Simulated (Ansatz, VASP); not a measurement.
**InSe2 in VASP and in Ansatz**

File INCAR:

```
SYSTEM = InSe2
PREC     = Accurate       ! precision mode
ENCUT    = 520            ! plane-wave cutoff, eV
EDIFF    = 1E-6           ! SCF threshold, eV
ISMEAR   = 0              ! smearing method
SIGMA    = 0.15           ! smearing width, eV
LREAL    = .FALSE.        ! projectors in reciprocal space
LASPH    = .TRUE.         ! aspherical terms in the spheres
NELM     = 80             ! most SCF steps
ALGO     = Normal         ! electronic algorithm
ISIF     = 2              ! what is computed and relaxed
LWAVE    = .FALSE.        ! write WAVECAR
LCHARG   = .FALSE.        ! write CHGCAR
GGA      = PE             ! functional
NBANDS   = 34             ! bands
```

File KPOINTS:

```
Automatic mesh
0
G
  12 12 5
  0 0 0
```

File POSCAR:

```
InSe2
1.0
   -3.8873932860      0.0000000000      0.0000000000
    0.0000000000     -3.8873932860      0.0000000000
    0.0000000000      0.0000000000     10.7325349326
In Se
2 4
Direct
    0.0000000000      0.5000000000      0.5036373474
    0.5000000000      0.0000000000      0.1344049811
    0.0000000000      0.5000000000      0.1973140982
    0.5000000000      0.0000000000      0.4407282302
    1.0000000000      0.0000000000      0.7724338479
    0.5000000000      0.5000000000      0.7724338479
```

Input for Ansatz:

```yaml
crystal:
  lattice:
    - [-3.887393286, 0.0, 0.0]
    - [0.0, -3.887393286, 0.0]
    - [0.0, 0.0, 10.7325349326]
  atoms:
    - { symbol: In, position: [0.0, 0.5, 0.5036373474] }
    - { symbol: In, position: [0.5, 0.0, 0.1344049811] }
    - { symbol: Se, position: [0.0, 0.5, 0.1973140982] }
    - { symbol: Se, position: [0.5, 0.0, 0.4407282302] }
    - { symbol: Se, position: [1.0, 0.0, 0.7724338479] }
    - { symbol: Se, position: [0.5, 0.5, 0.7724338479] }
basis:
  ecutwfc: 420
kpoints:
  mp_grid: { grid: [12, 12, 5] }
hamiltonian:
  xc: pbe
scf:
  occupations: { method: gaussian, width: 0.15 }
output:
  forces: true
  stress: true
  eigenvalues: true
  write_density: true
  write_potential: true
  elf: true
  volumetric_format: npy
```

Alike in both runs: task single point; functional PBE; k mesh 12 × 12 × 5; occupations gaussian, width 0.15 eV; no spin polarisation.

|  | VASP | Ansatz |
| --- | --- | --- |
| version | VASP 6.6.1 | Ansatz 0.2.0 |
| potentials or method | VASP PAW PBE potentials, release 64 (In_d, Se), cutoff 520 eV | scalar-relativistic, plane waves, PAW |
| valence electrons in the cell | 50 | 90 |

```tsv
	VASP	Ansatz	Ansatz less VASP
gap on the k mesh at the Fermi level (eV)	none	none	-
pressure (GPa)	-0.4	-0.5	-0.03
traceless stress, the component that is largest in VASP (GPa)	-1.00	-0.99	+0.016
rms of the force components (eV/Å)	0.158	0.159	+0.0004
```

Atom by atom the forces differ by 0.001 eV/Å (rms over components). A gap of «none» marks a metal or a gap that the smearing closes. The functional is the same, so the differences come from potentials, cutoffs and numerics. VASP's potentials hold 50 valence electrons a cell and Ansatz's 90, so a difference there can come from the potentials and not from the codes.
